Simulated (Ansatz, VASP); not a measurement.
## Li4Sb4Rh in VASP and in Ansatz

```
CELL_PARAMETERS angstrom
0.00000 0.00000 5.11668
3.94232 -3.94232 2.55834
3.94232 3.94232 -2.55834
ATOMIC_POSITIONS crystal
Li 0.21100 0.18400 0.60600
Li 0.39500 0.39400 0.18400
Li 0.78900 0.81600 0.39400
Li 0.60500 0.60600 0.81600
Sb 0.29200 0.77400 0.35800
Sb 0.06600 0.64200 0.77400
Sb 0.70800 0.22600 0.64200
Sb 0.93400 0.35800 0.22600
Rh 0.00000 0.00000 0.00000
```

Alike in both runs: task single point; functional r2SCAN; k mesh 6 × 6 × 6; occupations tetrahedron; no spin polarisation.

```csv
,VASP,Ansatz
version,VASP 6.6.1,Ansatz 0.2.0
potentials or method,"VASP PAW PBE potentials, release 64 (Li_sv, Sb, Rh_pv), cutoff 520 eV",PAW plane waves
valence electrons in the cell,47,89
```

Ansatz gave:

| Item | Value |
| --- | --- |
| rms of the force components (eV/Å) | 1.380 |

Q: Estimate VASP's values.

A: rms of the force components (eV/Å): 1.377.

VASP's potentials were made for PBE, not for r2SCAN. Atom by atom the forces differ by 0.023 eV/Å (rms over components). VASP's potentials hold 47 valence electrons a cell and Ansatz's 89, so a difference there can come from the potentials and not from the codes. Ansatz's warnings: band table not solved further, product built on unsolved table, tetrahedron derivatives may miss energy slope.

Neither program's run includes spin-orbit coupling. Noted on VASP's run: the cutoff is short for stress, so the pressure is rough.
